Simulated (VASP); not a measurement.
# WBrF4 (F-43m) in VASP: a series of runs

Runs on WBrF4. Level: PBE. Tasks: single point.

All numbers are computed with VASP 6.6.1; they aren't measurements. Logs are shortened: lines on timing, memory, paths and dates and some standing lists are left out, and cuts for length are marked.

## Step 1: The cell of the first run

It takes space group F-43m (No. 216, cubic). Conventional cell: a = 6.416 Å, b = 6.416 Å, c = 6.416 Å, α = 90.00°, β = 90.00°, γ = 90.00°. Within 3.5 Å of W (site symmetry -43m) lie 12 F at 2.66 Å and 4 Br at 2.78 Å. Within 3.5 Å of Br (site symmetry -43m) lie 12 F at 2.66 Å and 4 W at 2.78 Å. Within 3.0 Å of F (site symmetry 3m) lie 6 F at 2.25 to 2.29 Å and 3 W at 2.66 Å and 3 Br at 2.66 Å.

The cell was generated, and may not be a known phase.

## Step 2: Single point, PBE, collinear spin

INCAR reads:

```
SYSTEM = WBrF4
ALGO = Normal
EDIFF = 1E-7
ENCUT = 520
GGA = PE
ISIF = 2
ISMEAR = 0
ISPIN = 2
LASPH = .True.
LCHARG = .False.
LMAXMIX = 4
LORBIT = 11
LREAL = .False.
LWAVE = .False.
MAGMOM = 1.16 -0.11 -0.06 -0.06 -0.06 -0.06
NBANDS = 38
NELM = 150
PREC = Accurate
SIGMA = 0.1
```

KPOINTS reads:

```
k-points
0
Gamma
  4 4 4
  0 0 0
```

POSCAR reads:

```
WBrF4
1.0
    0.0000000000      3.2079218883      3.2079218883
    3.2079218883      0.0000000000      3.2079218883
    3.2079218883      3.2079218883      0.0000000000
W Br F
1 1 4
Direct
    0.0000000000      0.0000000000      0.0000000000
    0.7500000000      0.7500000000      0.7500000000
    0.3738307145      0.3738307145      0.8785078565
    0.3738307145      0.8785078565      0.3738307145
    0.8785078565      0.3738307145      0.3738307145
    0.3738307145      0.3738307145      0.3738307145
```

Potentials or basis: VASP PAW PBE potentials, release 64 (W_sv, Br, F).

Command:

```
> cat potpaw_PBE.64/W_sv/POTCAR potpaw_PBE.64/Br/POTCAR potpaw_PBE.64/F/POTCAR > POTCAR
> mpirun -np 1 vasp_std > vasp.out
```

OUTCAR:

```text
SYSTEM = WBrF4
   EDIFF = 1E-7
   ENCUT = 520
   GGA = PE
   ISIF = 2
   ISMEAR = 0
   ISPIN = 2
   LASPH = .True.
   LORBIT = 11
   LREAL = .False.
   NELM = 150
   PREC = Accurate

 ion  position               nearest neighbor table
   1  0.000  0.000  0.000-   4 2.66   5 2.66   3 2.66   5 2.66   3 2.66   4 2.66   6 2.66   6 2.66
                             6 2.66   3 2.66   4 2.66   5 2.66   2 2.78   2 2.78   2 2.78   2 2.78
   2  0.750  0.750  0.750-   1 2.78   1 2.78   1 2.78   1 2.78
   3  0.374  0.374  0.879-   1 2.66   1 2.66   1 2.66
   4  0.374  0.879  0.374-   1 2.66   1 2.66   1 2.66
   5  0.879  0.374  0.374-   1 2.66   1 2.66   1 2.66
   6  0.374  0.374  0.374-   1 2.66   1 2.66   1 2.66

  LATTYP: Found a face centered cubic cell.
 ALAT       =     6.4158437766

  Lattice vectors:

 A1 = (   0.0000000000,   3.2079218883,   3.2079218883)
 A2 = (   3.2079218883,   0.0000000000,   3.2079218883)
 A3 = (   3.2079218883,   3.2079218883,   0.0000000000)

Analysis of symmetry for initial positions (statically):
=====================================================================
 Subroutine PRICEL returns:
 Original cell was already a primitive cell.

 Routine SETGRP: Setting up the symmetry group for a
 face centered cubic supercell.

 Subroutine GETGRP returns: Found 24 space group operations
 (whereof 24 operations were pure point group operations)
 out of a pool of 48 trial point group operations.

The static configuration has the point symmetry T_d .

Analysis of symmetry for dynamics (positions and initial velocities):
=====================================================================
 Subroutine PRICEL returns:
 Original cell was already a primitive cell.

 Routine SETGRP: Setting up the symmetry group for a
 face centered cubic supercell.

 Subroutine GETGRP returns: Found 24 space group operations
 (whereof 24 operations were pure point group operations)
 out of a pool of 48 trial point group operations.

The dynamic configuration has the point symmetry T_d .

Analysis of structural, dynamic, and magnetic symmetry:
=====================================================================
 Subroutine PRICEL returns:
 Original cell was already a primitive cell.

 Routine SETGRP: Setting up the symmetry group for a
 face centered cubic supercell.

 Subroutine GETGRP returns: Found 24 space group operations
 (whereof 24 operations were pure point group operations)
 out of a pool of 48 trial point group operations.

The overall configuration has the point symmetry T_d .

 Subroutine INISYM returns: Found 24 space group operations
 (whereof 24 operations are pure point group operations),
 and found     1 'primitive' translations

----------------------------------------------------------------------------------------

                                     Primitive cell

  volume of cell :      66.0239

  direct lattice vectors                    reciprocal lattice vectors
     0.000000000  3.207921888  3.207921888    -0.155864144  0.155864144  0.155864144
     3.207921888  0.000000000  3.207921888     0.155864144 -0.155864144  0.155864144
     3.207921888  3.207921888  0.000000000     0.155864144  0.155864144 -0.155864144

  length of vectors
     4.536686641  4.536686641  4.536686641     0.269964617  0.269964617  0.269964617

  position of ions in fractional coordinates (direct lattice)
     0.000000000  0.000000000  0.000000000
     0.750000000  0.750000000  0.750000000
     0.373830715  0.373830715  0.878507857
     0.373830715  0.878507857  0.373830715
     0.878507857  0.373830715  0.373830715
     0.373830715  0.373830715  0.373830715

  ion indices of the primitive-cell ions
   primitive index   ion index
                 1           1
                 2           2
                 3           3
                 4           4
                 5           5
                 6           6

----------------------------------------------------------------------------------------

 KPOINTS: k-points

Automatic generation of k-mesh.
 Grid dimensions read from file:
 generate k-points for:    4    4    4
[... 26 lines left out ...]
 -0.250000  0.250000  0.000000     12.000000
  0.500000  0.500000  0.000000      3.000000
 -0.250000  0.500000  0.250000      6.000000
   k-points           NKPTS =      8   k-points in BZ     NKDIM =      8   number of bands    NBANDS=     38
   number of dos      NEDOS =    301   number of ions     NIONS =      6
   total plane-waves  NPLWV =  46656
   dimension x,y,z NGX =    36 NGY =   36 NGZ =   36
   dimension x,y,z NGXF=    72 NGYF=   72 NGZF=   72
   ions per type =               1   1   4
   NGX,Y,Z   is equivalent  to a cutoff of  13.19, 13.19, 13.19 a.u.
   NGXF,Y,Z  is equivalent  to a cutoff of  26.38, 26.38, 26.38 a.u.
 SYSTEM =  WBrF4
   PREC   = accura    normal or accurate (medium, high low for compatibility)
   ISTART =      0    job   : 0-new  1-cont  2-samecut
   ICHARG =      2    charge: 1-file 2-atom 10-const
   ISPIN  =      2    spin polarized calculation?
   LNONCOLLINEAR =      F non collinear calculations
   LSORBIT =      F    spin-orbit coupling
   LASPH  =      T    aspherical Exc in radial PAW
   ENCUT  =  520.0 eV  38.22 Ry    6.18 a.u.   8.44  8.44  8.44*2*pi/ulx,y,z
   NELM   =    150;   NELMIN=  2; NELMDL= -5     # of ELM steps
   EDIFF  = 0.1E-06   stopping-criterion for ELM
   LREAL  =      F    real-space projection
   EDIFFG = 0.1E-05   stopping-criterion for IOM
   NSW    =      0    number of steps for IOM
   IBRION =     -1    ionic relax: 0-MD 1-quasi-New 2-CG
   NFREE  =      0    steps in history (QN), initial steepest desc. (CG)
   ISIF   =      2    stress and relaxation
   ISYM   =      2    0-nonsym 1-usesym 2-fastsym
   POTIM  = 0.5000    time-step for ionic-motion
   TEBEG  =    0.0;   TEEND  =   0.0 temperature during run
   PSTRESS=    0.0 pullay stress
   NELECT =      49.0000    total number of electrons
   NUPDOWN=      -1.0000    fix difference up-down
   EMIN   =  10.00;   EMAX   =-10.00  energy-range for DOS
   EFERMI =   0.00;   METHOD = LEGACY
   ISMEAR =     0;   SIGMA  =   0.10  broadening in eV -4-tet -1-fermi 0-gaus
   EFERMI_NEDOS =   21; number of points for ismear=-14 and -15
   IALGO  =     38    algorithm
   IMIX   =      4    mixing-type and parameters
     AMIX     =   0.40;   BMIX     =  1.00
     AMIX_MAG =   1.60;   BMIX_MAG =  1.00
  volume/ion in A,a.u.               =      11.00        74.26
  Fermi-wavevector in a.u.,A,eV,Ry     =   1.482199  2.800949 29.890813  2.196913
  Thomas-Fermi vector in A             =   2.596014
   LORBIT       =     11    0 simple, 1 ext, 2 COOP (PROOUT), +10 PAW based schemes
   GGA     = PE    functional components
   LHFCALC =     F    Hartree Fock is set to
   AEXX    =    0.0000 exact exchange contribution
   IVDW    =     0    specifies the selected vdW correction
   LEPSILON=     F    determine dielectric tensor
   LRPA    =     F    only Hartree local field effects (RPA)
 spin polarized calculation
 Gauss-broadening in eV      SIGMA  =   0.10
  energy-cutoff  :      520.00
  volume of cell :       66.02
 maximum number of plane-waves:      1812
 NGX is ok and might be reduce to    36
   NGX = 17   NGY = 17   NGZ = 17

 number of electron      48.9999996 magnetization       0.9986167

 Free energy of the ion-electron system (eV)
  ---------------------------------------------------
  ext. energy  EPLUGINS =         0.00000000
  ---------------------------------------------------
  free energy    TOTEN  =       -22.71583801 eV

  energy without entropy =      -22.70342782  energy(sigma->0) =      -22.70963292

 E-fermi :   5.3012     XC(G=0): -11.9498

 val. band max:        5.1786628497   @ k =  -0.2500   0.2500   0.0000
 cond. band min:       5.3280912624   @ k =  -0.2500   0.5000   0.2500
 fundamental gap:      0.1494284127
 Fermi energy:         5.3012493903

 spin component 1

 k-point     1 :       0.0000    0.0000    0.0000
  band No.  band energies     occupation
      1     -71.4971      1.00000
      2     -35.5381      1.00000
      3     -35.5381      1.00000
      4     -35.5381      1.00000
      5     -17.8806      1.00000
      6     -15.7253      1.00000
[... 301 lines left out ...]
     35      18.8629      0.00000
     36      19.7674      0.00000
 Fermi energy:         5.3012493903

 spin component 2

 k-point     1 :       0.0000    0.0000    0.0000
  band No.  band energies     occupation
      1     -70.8987      1.00000
      2     -34.7382      1.00000
      3     -34.7382      1.00000
      4     -34.7382      1.00000
      5     -17.9674      1.00000
      6     -15.8296      1.00000
[... 301 lines left out ...]
     35      18.9152      0.00000
     36      19.9641      0.00000
 [bands above 36 left out]

------------------------ aborting loop because EDIFF is reached ----------------------------------------

  FORCE on cell =-STRESS in cart. coord.  units (eV):
  Direction    XX          YY          ZZ          XY          YZ          ZX
  --------------------------------------------------------------------------------------
  -------------------------------------------------------------------------------------
  Total       -0.0516930     -0.0516930     -0.0516930     -0.0000000     -0.0000000      0.0000000
  in kB       -1.2544152     -1.2544152     -1.2544152     -0.0000000     -0.0000000      0.0000000
  external PRESSURE =      -1.2544152 kB  Pullay stress =       0.0000000 kB

 VOLUME and BASIS-vectors are now :
 -----------------------------------------------------------------------------
  energy-cutoff  :      520.00
  volume of cell :       66.02
      direct lattice vectors                 reciprocal lattice vectors
     0.000000000  3.207921888  3.207921888    -0.155864144  0.155864144  0.155864144
     3.207921888  0.000000000  3.207921888     0.155864144 -0.155864144  0.155864144
     3.207921888  3.207921888  0.000000000     0.155864144  0.155864144 -0.155864144

 POSITION                                       TOTAL-FORCE (eV/Angst)
 -----------------------------------------------------------------------------------
      0.00000      0.00000      0.00000        -0.000000     -0.000000     -0.000000
      4.81188      4.81188      4.81188        -0.000000     -0.000000     -0.000000
      4.01740      4.01740      2.39844         0.000103      0.000103     -0.000103
      4.01740      2.39844      4.01740         0.000103     -0.000103      0.000103
      2.39844      4.01740      4.01740        -0.000103      0.000103      0.000103
      2.39844      2.39844      2.39844        -0.000103     -0.000103     -0.000103
 -----------------------------------------------------------------------------------
    total drift:                               -0.000000     -0.000000     -0.000000

  FREE ENERGIE OF THE ION-ELECTRON SYSTEM (eV)
  ---------------------------------------------------
  free  energy   TOTEN  =       -22.7158380112 eV

  energy  without entropy=      -22.7034278198  energy(sigma->0) =      -22.70963292

 total charge

# of ion       s       p       d       tot
------------------------------------------
    1        2.205   6.094   2.835  11.134
    2        1.650   2.992   0.078   4.720
    3        1.761   4.256   0.000   6.017
    4        1.761   4.256   0.000   6.017
    5        1.761   4.256   0.000   6.017
    6        1.761   4.256   0.000   6.017
--------------------------------------------------
tot         10.898  26.110   2.913  39.921

 magnetization (x)

# of ion       s       p       d       tot
------------------------------------------
    1        0.020   0.009   1.142   1.171
    2        0.002  -0.115   0.006  -0.106
    3        0.002  -0.057   0.000  -0.055
    4        0.002  -0.057   0.000  -0.055
    5        0.002  -0.057   0.000  -0.055
    6        0.002  -0.057   0.000  -0.055
--------------------------------------------------
tot          0.030  -0.334   1.148   0.844
```

Run time: 2.1 min. Hardware: 1 thread of Intel Xeon 8259CL, shared host; peak memory 0.25 GiB.

What came out:

```
Free energy                                           : -22.7158 eV
Pressure                                              : -0.1 GPa
Band gap on the k mesh                                : zero (filled and empty bands overlap)
Net moment                                            : 1.00 μB per cell
Site moments                                          : W +1.17; Br -0.11; F -0.06 μB
Valence electrons inside the program's atomic spheres : W 11.13; Br 4.72; F 6.02
```

Caveat: the k points lie up to 0.42 Å⁻¹ apart, too coarse for converged energies and pressures of a metal; spin-orbit coupling is left out, which moves the levels of the heavy elements.

## Step 3: Single point, PBE, collinear spin

This run uses another cell than the first one, of 15.34 Å³/atom.

INCAR reads:

```
ALGO = Normal ; EDIFF = 1E-6
ENCUT = 520 ; GGA = PE
ISIF = 2 ; ISMEAR = 0
ISPIN = 2 ; LASPH = True
LCHARG = True ; LELF = True
LMAXMIX = 4 ; LORBIT = 11
LREAL = False ; LVHAR = True
LWAVE = False ; MAGMOM = 2.3 -0.36 0.24 0.24 0.24 0.24
NBANDS = 38 ; NELM = 150
PREC = Accurate ; SIGMA = 0.1
```

KPOINTS reads:

```
k-points
0
Gamma
  4 4 4
```

POSCAR reads:

```
WBrF4
1.0
    0.0000000000      3.5834175600      3.5834175600
    3.5834175600      0.0000000000      3.5834175600
    3.5834175600      3.5834175600      0.0000000000
W Br F
1 1 4
Direct
    0.0000000000      0.0000000000      0.0000000000
    0.7500000000      0.7500000000      0.7500000000
    0.3750000000      0.3750000000      0.8750000000
    0.3750000000      0.8750000000      0.3750000000
    0.8750000000      0.3750000000      0.3750000000
    0.3750000000      0.3750000000      0.3750000000
```

Potentials or basis: VASP PAW PBE potentials, release 64 (W_sv, Br, F).

Command:

```
> cat potpaw_PBE.64/W_sv/POTCAR potpaw_PBE.64/Br/POTCAR potpaw_PBE.64/F/POTCAR > POTCAR
> mpirun -np 1 vasp_std > vasp.out
```

It took 7 min on 1 thread of Intel Xeon 8259CL, shared host; peak memory 0.31 GiB.

The run converged. Its results:

```yaml
Free_energy: -20.5650 eV
Pressure: -17.9 GPa
Net_moment: 2.22 μB per cell
Site_moments: W +2.04; Br -0.31; F +0.04 μB
Valence_electrons_inside_the_program's_atomic_spheres: W 11.06; Br 4.62; F 5.93
```

Levels at points of the mesh, in eV from the Fermi level:
Spin up:
| k point | band 21 | band 22 | band 23 | band 24 | band 25 | band 26 | band 27 | band 28 | band 29 | band 30 |
| --- | --- | --- | --- | --- | --- | --- | --- | --- | --- | --- |
| (0.00, 0.00, 0.00) | -0.76 | -0.18 | -0.18 | -0.18 | 0.13 | 0.13 | 0.49 | 0.49 | 0.49 | 0.68 |
| (0.50, 0.00, 0.00) | -0.97 | -0.75 | -0.54 | -0.44 | -0.44 | -0.03 | -0.03 | 0.67 | 0.67 | 2.51 |
| (0.50, 0.50, 0.00) | -1.25 | -1.25 | -0.38 | -0.35 | -0.35 | -0.23 | 0.14 | 0.59 | 0.59 | 2.98 |
Spin down:
```csv
k point,band 20,band 21,band 22,band 23,band 24,band 25,band 26,band 27,band 28,band 29
"(0.00, 0.00, 0.00)",-0.83,-0.83,0.11,0.11,0.11,1.72,1.72,1.72,1.73,1.73
"(0.50, 0.00, 0.00)",-0.96,-0.96,-0.82,0.00,0.00,0.97,1.47,1.47,1.75,1.75
"(0.50, 0.50, 0.00)",-1.15,-1.15,-1.01,-0.08,-0.08,1.11,1.26,1.54,1.54,1.66
```

Caveat: the k points lie up to 0.38 Å⁻¹ apart; spin-orbit coupling is left out, which moves the levels of the heavy elements.

(Continued in part 2 of 2.)

The gap in the log of VASP goes by the Fermi energy; the results here count the filled bands.